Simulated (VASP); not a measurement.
Wanted: the native input for a VASP 6.6.1 run.

```yaml
Task: single point
Functional: PBE
Potentials_or_basis: VASP PAW PBE potentials, release 64 (Yb, B)
Cutoff: 520 eV
k_mesh: 8 × 8 × 6
Occupations: fermi-dirac, width 0.05 eV
Spin: collinear spin, ferromagnetic start
Starting_moments: "[1.0, 0.0, 0.0] μB"
Fixed_moment: 1 μB
Dipole_correction: no
Further_INCAR_settings: ALGO = Normal; EDIFF = 1e-06; NBANDS = 26
```

The structure of YbB2 lies in POSCAR:

```
YbB2
1.0
    3.2503000000      0.0000000000      0.0000000000
   -1.6251500000      2.8148423699      0.0000000000
    0.0000000000      0.0000000000      3.7315000000
Yb B
1 2
Direct
    0.0000000000      0.0000000000      0.0000000000
    0.6666666667      0.3333333333      0.5000000000
    0.3333333333      0.6666666667      0.5000000000
```

These files were run (other wordings do the same):

INCAR

```
SYSTEM = YbB2
ALGO = Normal
EDIFF = 1E-6
ENCUT = 520
GGA = PE
ISIF = 2
ISMEAR = -1
ISPIN = 2
LASPH = .True.
LCHARG = .False.
LMAXMIX = 6
LORBIT = 11
LREAL = .False.
LWAVE = .False.
MAGMOM = 1 0 0
NBANDS = 26
NELM = 150
NUPDOWN = 1.0
PREC = Accurate
SIGMA = 0.05
```

KPOINTS

```
k-points
0
Gamma
  8 8 6
  0 0 0
```

Potentials or basis: VASP PAW PBE potentials, release 64 (Yb, B).

Run with:

```bash
$ cat potpaw_PBE.64/Yb/POTCAR potpaw_PBE.64/B/POTCAR > POTCAR
$ mpirun -np 1 vasp_std > vasp.out
```

It gave:

```
Pressure                                              : 2.2 GPa
Net moment                                            : 1.00 μB per cell
Site moments                                          : Yb +0.65; B +0.07 μB
Valence electrons inside the program's atomic spheres : Yb 22.35; B 1.82
```

Caveat: the stress differs along the axes, from -1 to 8 GPa; the total moment is fixed, so each spin has its own Fermi level and the state may be an excited one.

It took 65 s on 1 thread of Intel(R) Xeon(R) 6975P-C (Granite Rapids) (shared host), peak memory 0.2 GiB.
